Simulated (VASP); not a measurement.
# AlRu (Pm-3m) in VASP: a series of runs

The runs below take AlRu through single point, with PBE+D4.

Program: VASP 6.6.1. These are calculated values, not measurements. Logs are shortened: lines on timing, memory, paths and dates and some standing lists are left out, and cuts for length are marked.

### Step 1. The cell of the first run

The structure is cubic, space group Pm-3m (No. 221). The conventional cell has a = 2.867 Å, b = 2.867 Å, c = 2.867 Å, α = 90.00°, β = 90.00°, γ = 90.00°. Within 3.3 Å of Al (site symmetry m-3m) lie 8 Ru at 2.48 Å and 6 Al at 2.87 Å. Ru (site symmetry m-3m) has 8 Al at 2.48 Å and 6 Ru at 2.87 Å within 3.3 Å.

### Step 2. Single point, PBE+D4

File INCAR:

```
PREC = Accurate ; ENCUT = 520
EDIFF = 1E-6 ; ISMEAR = 0
SIGMA = 0.01 ; LREAL = F
LASPH = T ; NELM = 100
ALGO = Normal ; ISIF = 2
LWAVE = F ; LCHARG = T
GGA = PE ; IVDW = 13
LELF = T ; LVHAR = T
NBANDS = 16
```

File KPOINTS:

```
regular mesh
0
Gamma
  8 8 8
```

File POSCAR:

```
AlRu
1.0
    2.8668023289      0.0000000000      0.0000000000
    0.0000000000      2.8668023289      0.0000000000
    0.0000000000      0.0000000000      2.8668023289
Al Ru
1 1
Direct
    0.0000000000      0.0000000000      0.0000000000
    0.5000000000      0.5000000000      0.5000000000
```

Potentials or basis: VASP PAW PBE potentials, release 64 (Al, Ru_pv).

Launch:

```sh
cat potpaw_PBE.64/Al/POTCAR potpaw_PBE.64/Ru_pv/POTCAR > POTCAR
mpirun -np 1 vasp_std > vasp.out
```

OUTCAR:

```text
PREC = Accurate
   ENCUT = 520
   EDIFF = 1E-6
   ISMEAR = 0
   LREAL = F
   LASPH = T
   NELM = 100
   ISIF = 2
   GGA = PE
   IVDW = 13

 ion  position               nearest neighbor table
   1  0.000  0.000  0.000-   2 2.48   2 2.48   2 2.48   2 2.48   2 2.48   2 2.48   2 2.48   2 2.48

   2  0.500  0.500  0.500-   1 2.48   1 2.48   1 2.48   1 2.48   1 2.48   1 2.48   1 2.48   1 2.48

  LATTYP: Found a simple cubic cell.
 ALAT       =     2.8668023289

  Lattice vectors:

 A1 = (   2.8668023289,   0.0000000000,   0.0000000000)
 A2 = (   0.0000000000,   2.8668023289,   0.0000000000)
 A3 = (   0.0000000000,   0.0000000000,   2.8668023289)

Analysis of symmetry for initial positions (statically):
=====================================================================
 Subroutine PRICEL returns:
 Original cell was already a primitive cell.

 Routine SETGRP: Setting up the symmetry group for a
 simple cubic supercell.

 Subroutine GETGRP returns: Found 48 space group operations
[... 9 lines left out ...]

 Routine SETGRP: Setting up the symmetry group for a
 simple cubic supercell.

 Subroutine GETGRP returns: Found 48 space group operations
[... 11 lines left out ...]
                                     Primitive cell

  volume of cell :      23.5610

  direct lattice vectors                    reciprocal lattice vectors
     2.866802329  0.000000000  0.000000000     0.348820702  0.000000000  0.000000000
     0.000000000  2.866802329  0.000000000     0.000000000  0.348820702  0.000000000
     0.000000000  0.000000000  2.866802329     0.000000000  0.000000000  0.348820702

  length of vectors
     2.866802329  2.866802329  2.866802329     0.348820702  0.348820702  0.348820702

  position of ions in fractional coordinates (direct lattice)
     0.000000000  0.000000000  0.000000000
     0.500000000  0.500000000  0.500000000

  ion indices of the primitive-cell ions
   primitive index   ion index
                 1           1
                 2           2

----------------------------------------------------------------------------------------

 KPOINTS: regular mesh

Automatic generation of k-mesh.
 Grid dimensions read from file:
 generate k-points for:    8    8    8

 Generating k-lattice:

  Cartesian coordinates                     Fractional coordinates (reciprocal lattice)
     0.043602588  0.000000000  0.000000000     0.125000000  0.000000000  0.000000000
     0.000000000  0.043602588  0.000000000     0.000000000  0.125000000  0.000000000
     0.000000000  0.000000000  0.043602588     0.000000000  0.000000000  0.125000000

  Length of vectors
     0.043602588  0.043602588  0.043602588

  Shift w.r.t. Gamma in fractional coordinates (k-lattice)
     0.000000000  0.000000000  0.000000000

 Subroutine IBZKPT returns following result:
 ===========================================

 Found     35 irreducible k-points:

 Following reciprocal coordinates:
            Coordinates               Weight
  0.000000  0.000000  0.000000      1.000000
  0.125000  0.000000  0.000000      6.000000
  0.250000  0.000000  0.000000      6.000000
  0.375000  0.000000  0.000000      6.000000
  0.500000  0.000000  0.000000      3.000000
  0.125000  0.125000  0.000000     12.000000
[... 16 lines left out ...]
  0.375000  0.375000  0.125000     24.000000
  0.500000  0.375000  0.125000     24.000000
 [... further k-points ...]
   k-points           NKPTS =     35   k-points in BZ     NKDIM =     35   number of bands    NBANDS=     16
   number of dos      NEDOS =    301   number of ions     NIONS =      2
   total plane-waves  NPLWV =  13824
   dimension x,y,z NGX =    24 NGY =   24 NGZ =   24
   dimension x,y,z NGXF=    48 NGYF=   48 NGZF=   48
   ions per type =               1   1
   NGX,Y,Z   is equivalent  to a cutoff of  13.92, 13.92, 13.92 a.u.
   NGXF,Y,Z  is equivalent  to a cutoff of  27.84, 27.84, 27.84 a.u.
 SYSTEM =  unknown system
   PREC   = accura    normal or accurate (medium, high low for compatibility)
   ISTART =      0    job   : 0-new  1-cont  2-samecut
   ICHARG =      2    charge: 1-file 2-atom 10-const
   ISPIN  =      1    spin polarized calculation?
   LNONCOLLINEAR =      F non collinear calculations
   LSORBIT =      F    spin-orbit coupling
   LASPH  =      T    aspherical Exc in radial PAW
   ENCUT  =  520.0 eV  38.22 Ry    6.18 a.u.   5.33  5.33  5.33*2*pi/ulx,y,z
   NELM   =    100;   NELMIN=  2; NELMDL= -5     # of ELM steps
   EDIFF  = 0.1E-05   stopping-criterion for ELM
   LREAL  =      F    real-space projection
   EDIFFG = 0.1E-04   stopping-criterion for IOM
   NSW    =      0    number of steps for IOM
   IBRION =     -1    ionic relax: 0-MD 1-quasi-New 2-CG
   NFREE  =      0    steps in history (QN), initial steepest desc. (CG)
   ISIF   =      2    stress and relaxation
   ISYM   =      2    0-nonsym 1-usesym 2-fastsym
   POTIM  = 0.5000    time-step for ionic-motion
   TEBEG  =    0.0;   TEEND  =   0.0 temperature during run
   PSTRESS=    0.0 pullay stress
   NELECT =      17.0000    total number of electrons
   NUPDOWN=      -1.0000    fix difference up-down
   EMIN   =  10.00;   EMAX   =-10.00  energy-range for DOS
   EFERMI =   0.00;   METHOD = LEGACY
   ISMEAR =     0;   SIGMA  =   0.01  broadening in eV -4-tet -1-fermi 0-gaus
   EFERMI_NEDOS =   21; number of points for ismear=-14 and -15
   IALGO  =     38    algorithm
   IMIX   =      4    mixing-type and parameters
     AMIX     =   0.40;   BMIX     =  1.00
     AMIX_MAG =   1.60;   BMIX_MAG =  1.00
  volume/ion in A,a.u.               =      11.78        79.50
  Fermi-wavevector in a.u.,A,eV,Ry     =   1.468340  2.774761 29.334478  2.156023
  Thomas-Fermi vector in A             =   2.583850
   LORBIT       =      0    0 simple, 1 ext, 2 COOP (PROOUT), +10 PAW based schemes
   GGA     = PE    functional components
   LHFCALC =     F    Hartree Fock is set to
   AEXX    =    0.0000 exact exchange contribution
   IVDW    =    13    specifies the selected vdW correction
   LEPSILON=     F    determine dielectric tensor
   LRPA    =     F    only Hartree local field effects (RPA)
 non-spin polarized calculation
 Gauss-broadening in eV      SIGMA  =   0.01
  energy-cutoff  :      520.00
  volume of cell :       23.56
 maximum number of plane-waves:       651
 NGX is ok and might be reduce to    24
   NGX = 11   NGY = 11   NGZ = 11

 number of electron      17.0000004 magnetization

 Free energy of the ion-electron system (eV)
  ---------------------------------------------------
  ext. energy  EPLUGINS =         0.00000000
  ---------------------------------------------------
  free energy    TOTEN  =       -13.83344650 eV

  energy without entropy =      -13.83321609  energy(sigma->0) =      -13.83333130

 E-fermi :  12.7649     XC(G=0): -13.2333

 val. band max:       12.7610114642   @ k =   0.5000   0.3750   0.2500
 cond. band min:      12.7864872042   @ k =   0.3750   0.1250   0.0000
 fundamental gap:      0.0254757400
 Fermi energy:        12.7648670791

 k-point     1 :       0.0000    0.0000    0.0000
  band No.  band energies     occupation
      1     -29.1302      2.00000
      2     -29.1302      2.00000
      3     -29.1302      2.00000
      4       2.1921      2.00000
      5       8.3242      2.00000
      6       8.3242      2.00000
[... 8 lines left out ...]
     15      24.8329      0.00000
     16      30.3197      0.00000

 k-point     2 :       0.1250    0.0000    0.0000
  band No.  band energies     occupation
      1     -29.1805      2.00000
      2     -29.1259      2.00000
      3     -29.1259      2.00000
      4       2.5262      2.00000
      5       8.4474      2.00000
      6       8.4616      2.00000
[... 8 lines left out ...]
     15      25.4163      0.00000
     16      31.2619      0.00000

 k-point     3 :       0.2500    0.0000    0.0000
  band No.  band energies     occupation
      1     -29.3008      2.00000
      2     -29.1156      2.00000
      3     -29.1156      2.00000
      4       3.4691      2.00000
      5       8.5912      2.00000
      6       8.7679      2.00000
[... 8 lines left out ...]
     15      26.5816      0.00000
     16      30.4755      0.00000

 k-point     4 :       0.3750    0.0000    0.0000
  band No.  band energies     occupation
      1     -29.4192      2.00000
      2     -29.1053      2.00000
      3     -29.1053      2.00000
      4       4.8572      2.00000
      5       8.0126      2.00000
      6       9.1293      2.00000
[... 8 lines left out ...]
     15      27.0354      0.00000
     16      28.3596      0.00000

 k-point     5 :       0.5000    0.0000    0.0000
  band No.  band energies     occupation
      1     -29.4676      2.00000
      2     -29.1010      2.00000
      3     -29.1010      2.00000
      4       6.1455      2.00000
      5       6.9319      2.00000
      6       9.2944      2.00000
[... 8 lines left out ...]
     15      27.0162      0.00000
     16      27.1075      0.00000

 k-point     6 :       0.1250    0.1250    0.0000
  band No.  band energies     occupation
      1     -29.1784      2.00000
      2     -29.1735      2.00000
      3     -29.1216      2.00000
      4       2.8515      2.00000
      5       8.5584      2.00000
      6       8.6225      2.00000
[... 8 lines left out ...]
     15      25.8616      0.00000
     16      31.6575      0.00000
[... 267 lines left out ...]
 k-point    21 :       0.3750    0.2500    0.1250
  band No.  band energies     occupation
      1     -29.3916      2.00000
      2     -29.2634      2.00000
      3     -29.1378      2.00000
      4       5.8004      2.00000
      5       8.3026      2.00000
      6       9.5899      2.00000
[... 8 lines left out ...]
     15      26.0182      0.00000
     16      28.1900      0.00000

 k-point    22 :       0.5000    0.2500    0.1250
  band No.  band energies     occupation
      1     -29.4385      2.00000
      2     -29.2580      2.00000
      3     -29.1332      2.00000
      4       6.4631      2.00000
      5       7.7580      2.00000
      6       9.5945      2.00000
[... 8 lines left out ...]
     15      25.5088      0.00000
     16      27.5397      0.00000

 k-point    23 :       0.3750    0.3750    0.1250
  band No.  band energies     occupation
      1     -29.3785      2.00000
      2     -29.3741      2.00000
      3     -29.1267      2.00000
      4       6.0936      2.00000
      5       8.5111      2.00000
      6       9.6942      2.00000
[... 8 lines left out ...]
     15      26.8587      0.00000
     16      27.5904      0.00000

 k-point    24 :       0.5000    0.3750    0.1250
  band No.  band energies     occupation
      1     -29.4226      2.00000
      2     -29.3701      2.00000
      3     -29.1221      2.00000
      4       6.1373      2.00000
      5       8.7644      2.00000
      6       9.5610      2.00000
[... 8 lines left out ...]
     15      26.7842      0.00000
     16      26.9322      0.00000

 [... further k-points ...]

------------------------ aborting loop because EDIFF is reached ----------------------------------------

  DFT-D4 for vdW energy calculation

  Edisp (eV):   -1.06978

  FORCE on cell =-STRESS in cart. coord.  units (eV):
  Direction    XX          YY          ZZ          XY          YZ          ZX
  --------------------------------------------------------------------------------------
  -------------------------------------------------------------------------------------
  Total       4.74606     4.74606     4.74606     0.00000     0.00000    -0.00000
  in kB     322.73822   322.73822   322.73822     0.00000     0.00000    -0.00000
  external pressure =      322.74 kB  Pullay stress =        0.00 kB

 VOLUME and BASIS-vectors are now :
 -----------------------------------------------------------------------------
  energy-cutoff  :      520.00
  volume of cell :       23.56
      direct lattice vectors                 reciprocal lattice vectors
     2.866802329  0.000000000  0.000000000     0.348820702  0.000000000  0.000000000
     0.000000000  2.866802329  0.000000000     0.000000000  0.348820702  0.000000000
     0.000000000  0.000000000  2.866802329     0.000000000  0.000000000  0.348820702

 POSITION                                       TOTAL-FORCE (eV/Angst)
 -----------------------------------------------------------------------------------
      0.00000      0.00000      0.00000         0.000000      0.000000      0.000000
      1.43340      1.43340      1.43340         0.000000      0.000000      0.000000
 -----------------------------------------------------------------------------------
    total drift:                                0.000000     -0.000000     -0.000000

  FREE ENERGIE OF THE ION-ELECTRON SYSTEM (eV)
  ---------------------------------------------------
  free  energy   TOTEN  =       -14.9032269100 eV

  energy  without entropy=      -14.9029965015  energy(sigma->0) =      -14.90311171
```

Wall time 7.1 s (1 thread of Intel Xeon 6975P-C, shared host); peak memory 0.15 GiB.

Results:

```
Free energy                : -14.9032 eV
Pressure                   : 32.3 GPa
Dispersion energy per atom : -0.535 eV
```

Caveat: pairwise dispersion overbinds metals, which lowers pressure and volume.

### Step 3. Single point, PBE+D4

This run uses another cell than the first one, of 12.32 Å³/atom, 1.045 times its volume.

File INCAR:

```
SYSTEM = AlRu
PREC     = Accurate       ! precision mode
ENCUT    = 520            ! plane-wave cutoff, eV
EDIFF    = 1E-6           ! SCF threshold, eV
ISMEAR   = 0              ! smearing method
SIGMA    = 0.01           ! smearing width, eV
LREAL    = .FALSE.        ! projectors in reciprocal space
LASPH    = .TRUE.         ! aspherical terms in the spheres
NELM     = 100            ! most SCF steps
ALGO     = Normal         ! electronic algorithm
ISIF     = 2              ! what is computed and relaxed
LWAVE    = .FALSE.        ! write WAVECAR
LCHARG   = .TRUE.         ! write CHGCAR
GGA      = PE             ! functional
IVDW     = 13             ! dispersion correction
LELF     = .TRUE.         ! ELF
LVHAR    = .TRUE.       
NBANDS   = 16             ! bands
```

File KPOINTS:

```
regular mesh
0
G
  8 8 8
  0 0 0
```

File POSCAR:

```
AlRu
1.0
    2.9095967325      0.0000000000      0.0000000000
    0.0000000000      2.9095967325      0.0000000000
    0.0000000000      0.0000000000      2.9095967325
Al Ru
1 1
Direct
    0.0000000000      0.0000000000      0.0000000000
    0.5000000000      0.5000000000      0.5000000000
```

Potentials or basis: VASP PAW PBE potentials, release 64 (Al, Ru_pv).

Launch:

```sh
cat potpaw_PBE.64/Al/POTCAR potpaw_PBE.64/Ru_pv/POTCAR > POTCAR
mpirun -np 1 vasp_std > vasp.out
```

Run time: 7 s. Hardware: 1 thread of Intel Xeon 6975P-C, shared host; peak memory 0.15 GiB.

It converged, with:

| Item | Value |
| --- | --- |
| Free energy | -15.0700 eV |
| Pressure | 18.0 GPa |
| Dispersion energy per atom | -0.513 eV |

Levels at points of the mesh, in eV from the Fermi level:
```tsv
k point	band 5	band 6	band 7	band 8	band 9	band 10	band 11	band 12	band 13	band 14
(0.00, 0.00, 0.00)	-4.15	-4.15	0.11	0.11	0.11	6.37	6.37	6.37	11.36	11.36
(0.50, 0.00, 0.00)	-5.76	-3.24	-1.89	-1.89	0.41	2.52	7.25	11.35	11.35	12.07
(0.50, 0.50, 0.00)	-3.52	-1.54	-1.54	-1.44	-1.44	1.66	5.79	7.02	11.14	12.07
(0.50, 0.50, 0.50)	-5.24	-5.24	1.77	1.77	2.96	4.23	4.23	4.23	9.24	9.24
```

Caveat: pairwise dispersion overbinds metals, which lowers pressure and volume.

(Part 1 of 2 ends here.)
